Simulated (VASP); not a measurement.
# GaCo (P4/mmm) in VASP: single point with PBE

Aim: the single point of GaCo with PBE.

Everything below comes from runs of VASP 6.6.1. Logs are shortened: lines on timing, memory, paths and dates and some standing lists are left out, and cuts for length are marked.

## Step 1: The cell of the first run

The typed cell holds 2 atoms: a = 2.879 Å, b = 2.879 Å, c = 2.887 Å, α = 90.00°, β = 90.00°, γ = 90.00°.

## Step 2: Single point, PBE, collinear spin, ferromagnetic start

The input, INCAR:

```
SYSTEM = GaCo
  PREC = Accurate
  ENCUT = 520
  EDIFF = 1E-7
  ISMEAR = 0
  SIGMA = 0.1
  LREAL = .FALSE.
  LASPH = .TRUE.
  NELM = 150
  ALGO = Normal
  ISIF = 2
  LWAVE = .FALSE.
  LCHARG = .TRUE.
  ISPIN = 2
  MAGMOM = 0 0.06
  LORBIT = 11
  LMAXMIX = 4
  GGA = PE
  LELF = .TRUE.
  LVHAR = .TRUE.
  NBANDS = 22
```

The input, KPOINTS:

```
regular mesh
0
G
  6 6 6
  0 0 0
```

The input, POSCAR:

```
GaCo
1.0
    2.8786258560      0.0000000000      0.0000000000
    0.0000000000      2.8786258560      0.0000000000
    0.0000000000      0.0000000000      2.8870156519
Ga Co
1 1
Direct
    0.5000000000      0.5000000000      0.5000000000
    0.0000000000      0.0000000000      0.0000000000
```

Potentials or basis: VASP PAW PBE potentials, release 64 (Ga_d, Co).

Started as:

```
cat potpaw_PBE.64/Ga_d/POTCAR potpaw_PBE.64/Co/POTCAR > POTCAR
mpirun -np 1 vasp_std > vasp.out
```

OUTCAR:

```text
SYSTEM = GaCo
   PREC = Accurate
   ENCUT = 520
   EDIFF = 1E-7
   ISMEAR = 0
   LREAL = .FALSE.
   LASPH = .TRUE.
   NELM = 150
   ISIF = 2
   ISPIN = 2
   LORBIT = 11
   GGA = PE

 ion  position               nearest neighbor table
   1  0.500  0.500  0.500-   2 2.50   2 2.50   2 2.50   2 2.50   2 2.50   2 2.50   2 2.50   2 2.50

   2  0.000  0.000  0.000-   1 2.50   1 2.50   1 2.50   1 2.50   1 2.50   1 2.50   1 2.50   1 2.50

  LATTYP: Found a simple tetragonal cell.
 ALAT       =     2.8786258560
 C/A-ratio  =     1.0029145142

  Lattice vectors:

 A1 = (   2.8786258560,   0.0000000000,   0.0000000000)
 A2 = (   0.0000000000,   2.8786258560,   0.0000000000)
 A3 = (   0.0000000000,   0.0000000000,   2.8870156519)

Analysis of symmetry for initial positions (statically):
=====================================================================
 Subroutine PRICEL returns:
 Original cell was already a primitive cell.

 Routine SETGRP: Setting up the symmetry group for a
 simple tetragonal supercell.

 Subroutine GETGRP returns: Found 16 space group operations
 (whereof 16 operations were pure point group operations)
 out of a pool of 16 trial point group operations.

The static configuration has the point symmetry D_4h.

Analysis of symmetry for dynamics (positions and initial velocities):
=====================================================================
 Subroutine PRICEL returns:
 Original cell was already a primitive cell.

 Routine SETGRP: Setting up the symmetry group for a
 simple tetragonal supercell.

 Subroutine GETGRP returns: Found 16 space group operations
 (whereof 16 operations were pure point group operations)
 out of a pool of 16 trial point group operations.

The dynamic configuration has the point symmetry D_4h.

Analysis of structural, dynamic, and magnetic symmetry:
=====================================================================
 Subroutine PRICEL returns:
 Original cell was already a primitive cell.

 Routine SETGRP: Setting up the symmetry group for a
 simple tetragonal supercell.

 Subroutine GETGRP returns: Found 16 space group operations
 (whereof 16 operations were pure point group operations)
 out of a pool of 16 trial point group operations.

The overall configuration has the point symmetry D_4h.

 Subroutine INISYM returns: Found 16 space group operations
 (whereof 16 operations are pure point group operations),
 and found     1 'primitive' translations

----------------------------------------------------------------------------------------

                                     Primitive cell

  volume of cell :      23.9232

  direct lattice vectors                    reciprocal lattice vectors
     2.878625856  0.000000000  0.000000000     0.347387973  0.000000000  0.000000000
     0.000000000  2.878625856  0.000000000     0.000000000  0.347387973  0.000000000
     0.000000000  0.000000000  2.887015652     0.000000000  0.000000000  0.346378448

  length of vectors
     2.878625856  2.878625856  2.887015652     0.347387973  0.347387973  0.346378448

  position of ions in fractional coordinates (direct lattice)
     0.500000000  0.500000000  0.500000000
     0.000000000  0.000000000  0.000000000

  ion indices of the primitive-cell ions
   primitive index   ion index
                 1           1
                 2           2

----------------------------------------------------------------------------------------

 KPOINTS: regular mesh

Automatic generation of k-mesh.
 Grid dimensions read from file:
 generate k-points for:    6    6    6

 Generating k-lattice:

  Cartesian coordinates                     Fractional coordinates (reciprocal lattice)
     0.057897995  0.000000000  0.000000000     0.166666667  0.000000000  0.000000000
     0.000000000  0.057897995  0.000000000     0.000000000  0.166666667  0.000000000
     0.000000000  0.000000000  0.057729741     0.000000000  0.000000000  0.166666667

  Length of vectors
     0.057897995  0.057897995  0.057729741

  Shift w.r.t. Gamma in fractional coordinates (k-lattice)
     0.000000000  0.000000000  0.000000000

 Subroutine IBZKPT returns following result:
 ===========================================

 Found     40 irreducible k-points:

 Following reciprocal coordinates:
            Coordinates               Weight
  0.000000  0.000000  0.000000      1.000000
  0.166667  0.000000  0.000000      4.000000
  0.333333  0.000000  0.000000      4.000000
  0.500000  0.000000  0.000000      2.000000
  0.166667  0.166667  0.000000      4.000000
  0.333333  0.166667  0.000000      8.000000
[... 16 lines left out ...]
  0.333333  0.000000  0.333333      8.000000
  0.500000  0.000000  0.333333      4.000000
 [... further k-points ...]
   k-points           NKPTS =     40   k-points in BZ     NKDIM =     40   number of bands    NBANDS=     22
   number of dos      NEDOS =    301   number of ions     NIONS =      2
   total plane-waves  NPLWV =  13824
   dimension x,y,z NGX =    24 NGY =   24 NGZ =   24
   dimension x,y,z NGXF=    48 NGYF=   48 NGZF=   48
   ions per type =               1   1
   NGX,Y,Z   is equivalent  to a cutoff of  13.86, 13.86, 13.82 a.u.
   NGXF,Y,Z  is equivalent  to a cutoff of  27.72, 27.72, 27.64 a.u.
 SYSTEM =  GaCo
   PREC   = accura    normal or accurate (medium, high low for compatibility)
   ISTART =      0    job   : 0-new  1-cont  2-samecut
   ICHARG =      2    charge: 1-file 2-atom 10-const
   ISPIN  =      2    spin polarized calculation?
   LNONCOLLINEAR =      F non collinear calculations
   LSORBIT =      F    spin-orbit coupling
   LASPH  =      T    aspherical Exc in radial PAW
   ENCUT  =  520.0 eV  38.22 Ry    6.18 a.u.   5.35  5.35  5.37*2*pi/ulx,y,z
   NELM   =    150;   NELMIN=  2; NELMDL= -5     # of ELM steps
   EDIFF  = 0.1E-06   stopping-criterion for ELM
   LREAL  =      F    real-space projection
   EDIFFG = 0.1E-05   stopping-criterion for IOM
   NSW    =      0    number of steps for IOM
   IBRION =     -1    ionic relax: 0-MD 1-quasi-New 2-CG
   NFREE  =      0    steps in history (QN), initial steepest desc. (CG)
   ISIF   =      2    stress and relaxation
   ISYM   =      2    0-nonsym 1-usesym 2-fastsym
   POTIM  = 0.5000    time-step for ionic-motion
   TEBEG  =    0.0;   TEEND  =   0.0 temperature during run
   PSTRESS=    0.0 pullay stress
   NELECT =      22.0000    total number of electrons
   NUPDOWN=      -1.0000    fix difference up-down
   EMIN   =  10.00;   EMAX   =-10.00  energy-range for DOS
   EFERMI =   0.00;   METHOD = LEGACY
   ISMEAR =     0;   SIGMA  =   0.10  broadening in eV -4-tet -1-fermi 0-gaus
   EFERMI_NEDOS =   21; number of points for ismear=-14 and -15
   IALGO  =     38    algorithm
   IMIX   =      4    mixing-type and parameters
     AMIX     =   0.40;   BMIX     =  1.00
     AMIX_MAG =   1.60;   BMIX_MAG =  1.00
  volume/ion in A,a.u.               =      11.96        80.72
  Fermi-wavevector in a.u.,A,eV,Ry     =   1.591998  3.008440 34.483392  2.534458
  Thomas-Fermi vector in A             =   2.690451
   LORBIT       =     11    0 simple, 1 ext, 2 COOP (PROOUT), +10 PAW based schemes
   GGA     = PE    functional components
   LHFCALC =     F    Hartree Fock is set to
   AEXX    =    0.0000 exact exchange contribution
   IVDW    =     0    specifies the selected vdW correction
   LEPSILON=     F    determine dielectric tensor
   LRPA    =     F    only Hartree local field effects (RPA)
 spin polarized calculation
 Gauss-broadening in eV      SIGMA  =   0.10
  energy-cutoff  :      520.00
  volume of cell :       23.92
 maximum number of plane-waves:       659
 NGX is ok and might be reduce to    24
   NGX = 11   NGY = 11   NGZ = 11

 number of electron      22.0000019 magnetization       0.0678241

 Free energy of the ion-electron system (eV)
  ---------------------------------------------------
  ext. energy  EPLUGINS =         0.00000000
  ---------------------------------------------------
  free energy    TOTEN  =       -10.48983132 eV

  energy without entropy =      -10.48407543  energy(sigma->0) =      -10.48695338

 E-fermi :   9.7155     XC(G=0): -13.1695

 val. band max:        9.6380489310   @ k =   0.5000   0.3333   0.0000
 cond. band min:       9.7414321142   @ k =   0.1667   0.0000   0.5000
 fundamental gap:      0.1033831831
 Fermi energy:         9.7155137742

 spin component 1

 k-point     1 :       0.0000    0.0000    0.0000
  band No.  band energies     occupation
      1      -5.4286      1.00000
      2      -5.4253      1.00000
      3      -5.0843      1.00000
      4      -5.0843      1.00000
      5      -5.0830      1.00000
      6      -2.3039      1.00000
[... 14 lines left out ...]
     21      34.9319      0.00000
     22      34.9987      0.00000
[... 552 lines left out ...]
  band No.  band energies     occupation
      1      -5.3581      1.00000
      2      -5.2946      1.00000
      3      -5.1923      1.00000
      4      -5.1616      1.00000
      5      -4.9986      1.00000
      6       2.9918      1.00000
[... 14 lines left out ...]
     21      31.7828      0.00000
     22      35.0024      0.00000

 [... further k-points ...]

 spin component 2

 k-point     1 :       0.0000    0.0000    0.0000
  band No.  band energies     occupation
      1      -5.4301      1.00000
      2      -5.4268      1.00000
      3      -5.0857      1.00000
      4      -5.0857      1.00000
      5      -5.0845      1.00000
      6      -2.3108      1.00000
[... 14 lines left out ...]
     21      34.9469      0.00000
     22      35.0108      0.00000
[... 552 lines left out ...]
  band No.  band energies     occupation
      1      -5.3597      1.00000
      2      -5.2962      1.00000
      3      -5.1939      1.00000
      4      -5.1631      1.00000
      5      -5.0000      1.00000
      6       2.9893      1.00000
[... 14 lines left out ...]
     21      31.7871      0.00000
     22      35.0225      0.00000

 [... further k-points ...]

------------------------ aborting loop because EDIFF is reached ----------------------------------------

  FORCE on cell =-STRESS in cart. coord.  units (eV):
  Direction    XX          YY          ZZ          XY          YZ          ZX
  --------------------------------------------------------------------------------------
  -------------------------------------------------------------------------------------
  Total        0.0268303      0.0268303      0.0109889      0.0000000     -0.0000000      0.0000000
  in kB        1.7968724      1.7968724      0.7359444      0.0000000     -0.0000000      0.0000000
  external PRESSURE =       1.4432297 kB  Pullay stress =       0.0000000 kB

 VOLUME and BASIS-vectors are now :
 -----------------------------------------------------------------------------
  energy-cutoff  :      520.00
  volume of cell :       23.92
      direct lattice vectors                 reciprocal lattice vectors
     2.878625856  0.000000000  0.000000000     0.347387973  0.000000000  0.000000000
     0.000000000  2.878625856  0.000000000     0.000000000  0.347387973  0.000000000
     0.000000000  0.000000000  2.887015652     0.000000000  0.000000000  0.346378448

 POSITION                                       TOTAL-FORCE (eV/Angst)
 -----------------------------------------------------------------------------------
      1.43931      1.43931      1.44351         0.000000      0.000000      0.000000
      0.00000      0.00000      0.00000         0.000000      0.000000      0.000000
 -----------------------------------------------------------------------------------
    total drift:                                0.000000      0.000000     -0.000000

  FREE ENERGIE OF THE ION-ELECTRON SYSTEM (eV)
  ---------------------------------------------------
  free  energy   TOTEN  =       -10.4898313227 eV

  energy  without entropy=      -10.4840754327  energy(sigma->0) =      -10.48695338

 total charge

# of ion       s       p       d       tot
------------------------------------------
    1        0.846   0.884  10.051  11.781
    2        0.385   0.452   7.509   8.346
--------------------------------------------------
tot          1.231   1.336  17.559  20.126

 magnetization (x)

# of ion       s       p       d       tot
------------------------------------------
    1       -0.001  -0.002  -0.002  -0.005
    2        0.000  -0.002   0.079   0.077
--------------------------------------------------
tot         -0.001  -0.004   0.077   0.073
```

Wall time 37 s (1 thread of Intel Xeon 6975P-C (Granite Rapids), shared host); peak memory 0.17 GiB.

Results:

```
Free energy                                           : -10.4898 eV
Pressure                                              : 0.1 GPa
Net moment                                            : 0.07 μB per cell
Site moments                                          : Ga -0.01; Co +0.08 μB
Valence electrons inside the program's atomic spheres : Ga 11.78; Co 8.35
```

Stress tensor (GPa, compression positive):
```
0.18 0.00 0.00
0.00 0.18 0.00
0.00 0.00 0.07
```

Caveat: the k points lie up to 0.36 Å⁻¹ apart.
